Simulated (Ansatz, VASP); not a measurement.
## One calculation of Ti, two programs

The input INCAR:

```
SYSTEM = Ti
PREC = Accurate
ENCUT = 520
EDIFF = 1E-7
ISMEAR = -1
SIGMA = 0.05
LREAL = .FALSE.
LASPH = .TRUE.
NELM = 80
ALGO = Normal
ISIF = 2
LWAVE = .FALSE.
LCHARG = .FALSE.
GGA = PS
NBANDS = 19
```

The input KPOINTS:

```
regular mesh
0
G
  12 12 7
  0 0 0
```

The input POSCAR:

```
Ti
1.0
    2.9162152113      0.0000000000      0.0000000000
   -1.4581076057      2.5255164559      0.0000000000
    0.0000000000      0.0000000000      4.7242686424
Ti
2
Direct
    0.3333333333      0.6666666667      0.2500000000
    0.6666666667      0.3333333333      0.7500000000
```

Input for Ansatz:

```yaml
crystal:
  lattice:
    - [2.9162152113, 0.0, 0.0]
    - [-1.4581076057, 2.5255164559, 0.0]
    - [0.0, 0.0, 4.7242686424]
  atoms:
    - { symbol: Ti, position: [0.3333333333, 0.6666666667, 0.25] }
    - { symbol: Ti, position: [0.6666666667, 0.3333333333, 0.75] }
kpoints:
  mp_grid: { grid: [12, 12, 7] }
scf:
  occupations: { method: fermi_dirac, width: 0.05 }
hamiltonian:
  xc: pbesol
  pseudopotentials: { kind: paw }
output:
  forces: true
  stress: true
  eigenvalues: true
  populations: true
```

Change from the starting cell: shortest bond scaled by 1, PAW files.

Alike in both runs: task single point; functional PBEsol; k mesh 12 × 12 × 7; occupations fermi-dirac, width 0.05 eV; no spin polarisation.

|  | VASP | Ansatz |
| --- | --- | --- |
| version | VASP 6.6.1 | Ansatz 0.2.0 |
| potentials or method | VASP PAW PBE potentials, release 64 (Ti_sv) | PAW with Ansatz's default frozen-core files, scalar-relativistic |
| plane-wave cutoff (eV) | 520 | 420 |
| valence electrons in the cell | 24 | 24 |

```csv
,VASP,Ansatz,Ansatz less VASP
pressure (GPa),-4.6,-4.4,+0.22
"traceless stress, the component that is largest in VASP (GPa)",-1.75,-1.76,-0.011
```

VASP's potentials were made for PBE, not for PBEsol.
